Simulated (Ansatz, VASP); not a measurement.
**AlGa3N4: VASP beside Ansatz**

Contents of POSCAR:

```
AlGa3N4
1.0
    0.0000000000      0.0000000000     -5.1415351949
    3.1644403715      5.4809715009      0.0000000000
    3.1627084109     -5.4799715530      0.0000000000
Al Ga N
2 6 8
Direct
    0.0016258849      0.1674182750      0.3348365500
    0.5016258849      0.3325817250      0.6651634500
    0.0010222415      0.1679938395      0.8326779208
    0.0012731172      0.6662943786      0.3325887572
    0.0010222415      0.6646840813      0.8326779208
    0.5010222415      0.3320061605      0.1673220792
    0.5012731172      0.8337056214      0.6674112428
    0.5010222415      0.8353159187      0.1673220792
    0.6312645483      0.1702394131      0.3404788263
    0.6205755099      0.1705984508      0.8303454356
    0.6226409467      0.6664392188      0.3328784375
    0.6205755099      0.6597469848      0.8303454356
    0.1312645483      0.3297605869      0.6595211737
    0.1205755099      0.3294015492      0.1696545644
    0.1226409467      0.8335607812      0.6671215625
    0.1205755099      0.8402530152      0.1696545644
```

Contents of INCAR.step1:

```
SYSTEM = AlGa3N4
PREC = Accurate ; ENCUT = 520
ISMEAR = 0 ; SIGMA = 0.02
LREAL = Auto ; LASPH = .True.
NELM = 60 ; NBANDS = 76
GGA = PE ; ALGO = Normal
EDIFF = 1E-4 ; LWAVE = .True.
LCHARG = .False.
```

File INCAR.step2:

```
SYSTEM = AlGa3N4
PREC = Accurate ; ENCUT = 520
EDIFF = 1E-6 ; ISMEAR = 0
SIGMA = 0.02 ; LREAL = Auto
LASPH = .True. ; NELM = 60
ALGO = Normal ; ISIF = 2
LWAVE = .False. ; LCHARG = .False.
METAGGA = R2SCAN ; LMIXTAU = .True.
NBANDS = 76 ; ISTART = 1
```

File KPOINTS:

```
regular mesh
0
Gamma
  6 6 6
  0 0 0
```

Input for Ansatz:

```yaml
crystal:
  lattice:
    - [0.0, 0.0, -5.1415351949]
    - [3.1644403715, 5.4809715009, 0.0]
    - [3.1627084109, -5.479971553, 0.0]
  atoms:
    - { symbol: Al, position: [0.0016258849, 0.167418275, 0.33483655] }
    - { symbol: Ga, position: [0.0010222415, 0.1679938395, 0.8326779208] }
    - { symbol: Ga, position: [0.0012731172, 0.6662943786, 0.3325887572] }
    - { symbol: Ga, position: [0.0010222415, 0.6646840813, 0.8326779208] }
    - { symbol: Al, position: [0.5016258849, 0.332581725, 0.66516345] }
    - { symbol: Ga, position: [0.5010222415, 0.3320061605, 0.1673220792] }
    - { symbol: Ga, position: [0.5012731172, 0.8337056214, 0.6674112428] }
    - { symbol: Ga, position: [0.5010222415, 0.8353159187, 0.1673220792] }
    - { symbol: "N", position: [0.6312645483, 0.1702394131, 0.3404788263] }
    - { symbol: "N", position: [0.6205755099, 0.1705984508, 0.8303454356] }
    - { symbol: "N", position: [0.6226409467, 0.6664392188, 0.3328784375] }
    - { symbol: "N", position: [0.6205755099, 0.6597469848, 0.8303454356] }
    - { symbol: "N", position: [0.1312645483, 0.3297605869, 0.6595211737] }
    - { symbol: "N", position: [0.1205755099, 0.3294015492, 0.1696545644] }
    - { symbol: "N", position: [0.1226409467, 0.8335607812, 0.6671215625] }
    - { symbol: "N", position: [0.1205755099, 0.8402530152, 0.1696545644] }
basis:
  ecutwfc: 500
kpoints:
  mp_grid: { grid: [6, 6, 6] }
  band_path: { path: [[0.0, 0.0, 0.0], [0.05, 0.0, 0.0]], npoints: 1 }
hamiltonian:
  xc: r2scan
scf:
  occupations: { method: gaussian, width: 0.02 }
  n_extra_bands: 11
output:
  forces: true
  stress: true
  eigenvalues: true
```

Alike in both runs: task single point; functional r2SCAN; k mesh 6 × 6 × 6; occupations gaussian, width 0.02 eV; no spin polarisation.

```csv
,VASP,Ansatz
version,VASP 6.6.1,Ansatz 0.2.0
potentials or method,"VASP PAW PBE potentials, release 64 (Al, Ga_d, N), cutoff 520 eV","scalar-relativistic, plane waves, PAW"
valence electrons in the cell,124,124
```

|  | VASP | Ansatz | Ansatz less VASP |
| --- | --- | --- | --- |
| gap on the k mesh at the Fermi level (eV) | 2.91 | 2.92 | 0.000 |
| least direct gap on the mesh (eV) | 2.91 | 2.92 | 0.000 |
| pressure (GPa) | 0.5 | -0.3 | -0.73 |
| rms of the force components (eV/Å) | 0.056 | 0.026 | -0.0300 |

VASP's potentials were made for PBE, not for r2SCAN.
